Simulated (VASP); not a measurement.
# Li2NbCl6 (P-31m) in VASP: single point with PBE

Aim: the single point of Li2NbCl6 with PBE.

All numbers are computed with VASP 6.6.1; they aren't measurements. Logs are shortened: lines on timing, memory, paths and dates and some standing lists are left out, and cuts for length are marked.

## Step 1: The cell of the first run

It takes space group P-31m (No. 162, trigonal). The conventional cell has a = 6.126 Å, b = 6.126 Å, c = 5.698 Å, α = 90.00°, β = 90.00°, γ = 120.00°. Nb (site symmetry -3m) has 6 Cl at 2.42 Å within 3.2 Å. Within 3.2 Å of Cl (site symmetry m) lie 1 Nb at 2.42 Å and 2 Li at 2.54 Å. Within 3.3 Å of Li (site symmetry 32) lie 6 Cl at 2.54 Å.

## Step 2: Single point, PBE

Contents of INCAR:

```
PREC = Accurate ; ENCUT = 520
EDIFF = 1E-6 ; ISMEAR = -1
SIGMA = 0.0314 ; LREAL = F
LASPH = T ; NELM = 100
ALGO = Normal ; ISIF = 2
LWAVE = F ; LCHARG = F
GGA = PE ; NBANDS = 40
```

Contents of KPOINTS:

```
Automatic mesh
0
Gamma
  6 6 5
```

Contents of POSCAR:

```
Li2NbCl6
1.0
    3.0628680021      5.3050429964      0.0000000000
   -3.0628680021      5.3050429964      0.0000000000
    0.0000000000      0.0000000000      5.6984630000
Nb Cl Li
1 6 2
Direct
    0.0000000000      0.0000000000      0.0000000000
    0.3227569568      0.6772430432      0.2441895082
    0.0000000000      0.3227569568      0.2441895082
    0.6772430432      0.0000000000      0.2441895082
    0.0000000000      0.6772430432      0.7558104918
    0.6772430432      0.3227569568      0.7558104918
    0.3227569568      0.0000000000      0.7558104918
    0.3333333333      0.3333333333      0.5000000000
    0.6666666667      0.6666666667      0.5000000000
```

Potentials or basis: VASP PAW PBE potentials, release 64 (Nb_sv, Cl, Li_sv).

Launch:

```
$ cat potpaw_PBE.64/Nb_sv/POTCAR potpaw_PBE.64/Cl/POTCAR potpaw_PBE.64/Li_sv/POTCAR > POTCAR
$ mpirun -np 1 vasp_std > vasp.out
```

OUTCAR:

```text
PREC = Accurate
   ENCUT = 520
   EDIFF = 1E-6
   ISMEAR = -1
   LREAL = F
   LASPH = T
   NELM = 100
   ISIF = 2
   GGA = PE

 ion  position               nearest neighbor table
   1  0.000  0.000  0.000-   3 2.42   4 2.42   5 2.42   7 2.42   6 2.42   2 2.42
   2  0.323  0.677  0.244-   1 2.42   8 2.54   9 2.54
   3  0.000  0.323  0.244-   1 2.42   8 2.54   9 2.54
   4  0.677  0.000  0.244-   1 2.42   9 2.54   8 2.54
   5  0.000  0.677  0.756-   1 2.42   9 2.54   8 2.54
   6  0.677  0.323  0.756-   1 2.42   8 2.54   9 2.54
   7  0.323  0.000  0.756-   1 2.42   8 2.54   9 2.54
   8  0.333  0.333  0.500-   3 2.54   7 2.54   5 2.54   4 2.54   6 2.54   2 2.54
   9  0.667  0.667  0.500-   4 2.54   5 2.54   3 2.54   7 2.54   6 2.54   2 2.54

  LATTYP: Found a hexagonal cell.
 ALAT       =     6.1257360041
 C/A-ratio  =     0.9302495237

  Lattice vectors:

 A1 = (   3.0628680021,  -5.3050429964,   0.0000000000)
 A2 = (   3.0628680021,   5.3050429964,   0.0000000000)
 A3 = (   0.0000000000,   0.0000000000,   5.6984630000)

Analysis of symmetry for initial positions (statically):
=====================================================================
 Subroutine PRICEL returns:
 Original cell was already a primitive cell.

 Routine SETGRP: Setting up the symmetry group for a
 hexagonal supercell.

 Subroutine GETGRP returns: Found 12 space group operations
 (whereof 12 operations were pure point group operations)
 out of a pool of 24 trial point group operations.

The static configuration has the point symmetry D_3d.

Analysis of symmetry for dynamics (positions and initial velocities):
=====================================================================
 Subroutine PRICEL returns:
 Original cell was already a primitive cell.

 Routine SETGRP: Setting up the symmetry group for a
 hexagonal supercell.

 Subroutine GETGRP returns: Found 12 space group operations
 (whereof 12 operations were pure point group operations)
 out of a pool of 24 trial point group operations.

The dynamic configuration has the point symmetry D_3d.

 Subroutine INISYM returns: Found 12 space group operations
 (whereof 12 operations are pure point group operations),
 and found     1 'primitive' translations

----------------------------------------------------------------------------------------

                                     Primitive cell

  volume of cell :     185.1846

  direct lattice vectors                    reciprocal lattice vectors
     3.062868002  5.305042996  0.000000000     0.163245690  0.094249943  0.000000000
    -3.062868002  5.305042996  0.000000000    -0.163245690  0.094249943  0.000000000
     0.000000000  0.000000000  5.698463000     0.000000000  0.000000000  0.175485916

  length of vectors
     6.125736004  6.125736004  5.698463000     0.188499886  0.188499886  0.175485916

  position of ions in fractional coordinates (direct lattice)
     0.000000000  0.000000000  0.000000000
     0.322756957  0.677243043  0.244189508
     0.000000000  0.322756957  0.244189508
     0.677243043  0.000000000  0.244189508
     0.000000000  0.677243043  0.755810492
     0.677243043  0.322756957  0.755810492
     0.322756957  0.000000000  0.755810492
     0.333333333  0.333333333  0.500000000
     0.666666667  0.666666667  0.500000000

  ion indices of the primitive-cell ions
   primitive index   ion index
                 1           1
                 2           2
                 3           3
                 4           4
                 5           5
                 6           6
                 7           7
                 8           8
                 9           9

----------------------------------------------------------------------------------------

 KPOINTS: Automatic mesh

Automatic generation of k-mesh.
 Grid dimensions read from file:
 generate k-points for:    6    6    5

 Generating k-lattice:

  Cartesian coordinates                     Fractional coordinates (reciprocal lattice)
     0.027207615  0.015708324  0.000000000     0.166666667  0.000000000  0.000000000
    -0.027207615  0.015708324  0.000000000     0.000000000  0.166666667  0.000000000
     0.000000000  0.000000000  0.035097183     0.000000000  0.000000000  0.200000000

  Length of vectors
     0.031416648  0.031416648  0.035097183

  Shift w.r.t. Gamma in fractional coordinates (k-lattice)
     0.000000000  0.000000000  0.000000000

 Subroutine IBZKPT returns following result:
 ===========================================

 Found     27 irreducible k-points:

 Following reciprocal coordinates:
            Coordinates               Weight
  0.000000  0.000000  0.000000      1.000000
  0.166667  0.000000  0.000000      6.000000
  0.333333  0.000000  0.000000      6.000000
  0.500000  0.000000  0.000000      3.000000
  0.333333  0.166667  0.000000      6.000000
  0.500000  0.166667  0.000000     12.000000
[... 16 lines left out ...]
  0.166667  0.333333  0.400000      6.000000
  0.500000  0.166667  0.400000     12.000000
 [... further k-points ...]
   k-points           NKPTS =     27   k-points in BZ     NKDIM =     27   number of bands    NBANDS=     40
   number of dos      NEDOS =    301   number of ions     NIONS =      9
   total plane-waves  NPLWV =  96768
   dimension x,y,z NGX =    48 NGY =   48 NGZ =   42
   dimension x,y,z NGXF=    96 NGYF=   96 NGZF=   84
   ions per type =               1   6   2
   NGX,Y,Z   is equivalent  to a cutoff of  13.03, 13.03, 12.25 a.u.
   NGXF,Y,Z  is equivalent  to a cutoff of  26.05, 26.05, 24.51 a.u.
 SYSTEM =  unknown system
   PREC   = accura    normal or accurate (medium, high low for compatibility)
   ISTART =      0    job   : 0-new  1-cont  2-samecut
   ICHARG =      2    charge: 1-file 2-atom 10-const
   ISPIN  =      1    spin polarized calculation?
   LNONCOLLINEAR =      F non collinear calculations
   LSORBIT =      F    spin-orbit coupling
   LASPH  =      T    aspherical Exc in radial PAW
   ENCUT  =  520.0 eV  38.22 Ry    6.18 a.u.  11.39 11.39 10.60*2*pi/ulx,y,z
   NELM   =    100;   NELMIN=  2; NELMDL= -5     # of ELM steps
   EDIFF  = 0.1E-05   stopping-criterion for ELM
   LREAL  =      F    real-space projection
   EDIFFG = 0.1E-04   stopping-criterion for IOM
   NSW    =      0    number of steps for IOM
   IBRION =     -1    ionic relax: 0-MD 1-quasi-New 2-CG
   NFREE  =      0    steps in history (QN), initial steepest desc. (CG)
   ISIF   =      2    stress and relaxation
   ISYM   =      2    0-nonsym 1-usesym 2-fastsym
   POTIM  = 0.5000    time-step for ionic-motion
   TEBEG  =    0.0;   TEEND  =   0.0 temperature during run
   PSTRESS=    0.0 pullay stress
   NELECT =      61.0000    total number of electrons
   NUPDOWN=      -1.0000    fix difference up-down
   EMIN   =  10.00;   EMAX   =-10.00  energy-range for DOS
   EFERMI =   0.00;   METHOD = LEGACY
   ISMEAR =    -1;   SIGMA  =   0.03  broadening in eV -4-tet -1-fermi 0-gaus
   EFERMI_NEDOS =   21; number of points for ismear=-14 and -15
   IALGO  =     38    algorithm
   IMIX   =      4    mixing-type and parameters
     AMIX     =   0.40;   BMIX     =  1.00
     AMIX_MAG =   1.60;   BMIX_MAG =  1.00
  volume/ion in A,a.u.               =      20.58       138.85
  Fermi-wavevector in a.u.,A,eV,Ry     =   1.130619  2.136561 17.392333  1.278300
  Thomas-Fermi vector in A             =   2.267316
   LORBIT       =      0    0 simple, 1 ext, 2 COOP (PROOUT), +10 PAW based schemes
   GGA     = PE    functional components
   LHFCALC =     F    Hartree Fock is set to
   AEXX    =    0.0000 exact exchange contribution
   IVDW    =     0    specifies the selected vdW correction
   LEPSILON=     F    determine dielectric tensor
   LRPA    =     F    only Hartree local field effects (RPA)
 non-spin polarized calculation
  energy-cutoff  :      520.00
  volume of cell :      185.18
 maximum number of plane-waves:      5037
 NGX is ok and might be reduce to    48
   NGX = 23   NGY = 23   NGZ = 21

 number of electron      60.9999980 magnetization

 Free energy of the ion-electron system (eV)
  ---------------------------------------------------
  ext. energy  EPLUGINS =         0.00000000
  ---------------------------------------------------
  free energy    TOTEN  =       -37.91554027 eV

  energy without entropy =      -37.87852052  energy(sigma->0) =      -37.89703039

 E-fermi :   3.9133     XC(G=0):  -8.9417

 val. band max:        3.9124433328   @ k =   0.5000   0.1667   0.2000
 cond. band min:       3.9133414557   @ k =   0.5000   0.1667   0.0000
 fundamental gap:      0.0008981229
 Fermi energy:         3.9133169723

 k-point     1 :       0.0000    0.0000    0.0000
  band No.  band energies     occupation
      1     -53.0568      2.00000
      2     -42.5738      2.00000
      3     -42.5719      2.00000
      4     -29.1499      2.00000
      5     -29.0681      2.00000
      6     -29.0681      2.00000
[... 32 lines left out ...]
     39      10.4230      0.00000
     40      11.5293      0.00000

 k-point     2 :       0.1667    0.0000    0.0000
  band No.  band energies     occupation
      1     -53.0568      2.00000
      2     -42.5737      2.00000
      3     -42.5721      2.00000
      4     -29.1499      2.00000
      5     -29.0682      2.00000
      6     -29.0681      2.00000
[... 32 lines left out ...]
     39      10.5266      0.00000
     40      11.0996      0.00000

 k-point     3 :       0.3333    0.0000    0.0000
  band No.  band energies     occupation
      1     -53.0568      2.00000
      2     -42.5734      2.00000
      3     -42.5723      2.00000
      4     -29.1499      2.00000
      5     -29.0683      2.00000
      6     -29.0682      2.00000
[... 853 lines left out ...]
  band No.  band energies     occupation
      1     -53.0568      2.00000
      2     -42.5735      2.00000
      3     -42.5723      2.00000
      4     -29.1501      2.00000
      5     -29.0682      2.00000
      6     -29.0681      2.00000
[... 32 lines left out ...]
     39      10.4578      0.00000
     40      10.4855      0.00000

 k-point    24 :       0.5000    0.1667    0.4000
  band No.  band energies     occupation
      1     -53.0568      2.00000
      2     -42.5732      2.00000
      3     -42.5726      2.00000
      4     -29.1501      2.00000
      5     -29.0683      2.00000
      6     -29.0682      2.00000
[... 32 lines left out ...]
     39      10.3934      0.00000
     40      10.4984      0.00000

 [... further k-points ...]

------------------------ aborting loop because EDIFF is reached ----------------------------------------

  FORCE on cell =-STRESS in cart. coord.  units (eV):
  Direction    XX          YY          ZZ          XY          YZ          ZX
  --------------------------------------------------------------------------------------
  -------------------------------------------------------------------------------------
  Total        1.9888179      1.9888179      1.0614951      0.0000000      0.0000000     -0.0000000
  in kB       17.2068227     17.2068227      9.1838258      0.0000000      0.0000000     -0.0000000
  external PRESSURE =      14.5324904 kB  Pullay stress =       0.0000000 kB

 VOLUME and BASIS-vectors are now :
 -----------------------------------------------------------------------------
  energy-cutoff  :      520.00
  volume of cell :      185.18
      direct lattice vectors                 reciprocal lattice vectors
     3.062868002  5.305042996  0.000000000     0.163245690  0.094249943  0.000000000
    -3.062868002  5.305042996  0.000000000    -0.163245690  0.094249943  0.000000000
     0.000000000  0.000000000  5.698463000     0.000000000  0.000000000  0.175485916

 POSITION                                       TOTAL-FORCE (eV/Angst)
 -----------------------------------------------------------------------------------
      0.00000      0.00000      0.00000         0.000000     -0.000000      0.000000
     -1.08574      5.30504      1.39150        -0.016243     -0.000000     -0.011778
     -0.98856      1.71224      1.39150         0.008121     -0.014067     -0.011778
      2.07431      3.59280      1.39150         0.008121      0.014067     -0.011778
     -2.07431      3.59280      4.30696        -0.008121      0.014067      0.011778
      1.08574      5.30504      4.30696         0.016243     -0.000000      0.011778
      0.98856      1.71224      4.30696        -0.008121     -0.014067      0.011778
      0.00000      3.53670      2.84923         0.000000     -0.000000      0.000000
      0.00000      7.07339      2.84923         0.000000     -0.000000      0.000000
 -----------------------------------------------------------------------------------
    total drift:                                0.000000      0.000000      0.000000

  FREE ENERGIE OF THE ION-ELECTRON SYSTEM (eV)
  ---------------------------------------------------
  free  energy   TOTEN  =       -37.9155402664 eV

  energy  without entropy=      -37.8785205217  energy(sigma->0) =      -37.89703039
```

Wall time 2.4 min (1 thread of Intel Xeon Platinum 8488C (Sapphire Rapids), shared host); peak memory 0.38 GiB.

What came out:

| Item | Value |
| --- | --- |
| Free energy | -37.9155 eV |
| Largest force | 0.020 eV/Å |

Forces on the atoms (eV/Å):
```
Nb   0.000  0.000  0.000
Cl  -0.016  0.000 -0.012
Cl   0.008 -0.014 -0.012
Cl   0.008  0.014 -0.012
Cl  -0.008  0.014  0.012
Cl   0.016  0.000  0.012
Cl  -0.008 -0.014  0.012
Li   0.000  0.000  0.000
Li   0.000  0.000  0.000
```

Caveat: the cutoff is under 1.25 times the usual one of these potentials, so pressure, stress and relaxed cells hold a basis-set (Pulay) error; an odd number of electrons without spin polarisation forces a metal; a magnetic or distorted state may lie lower.
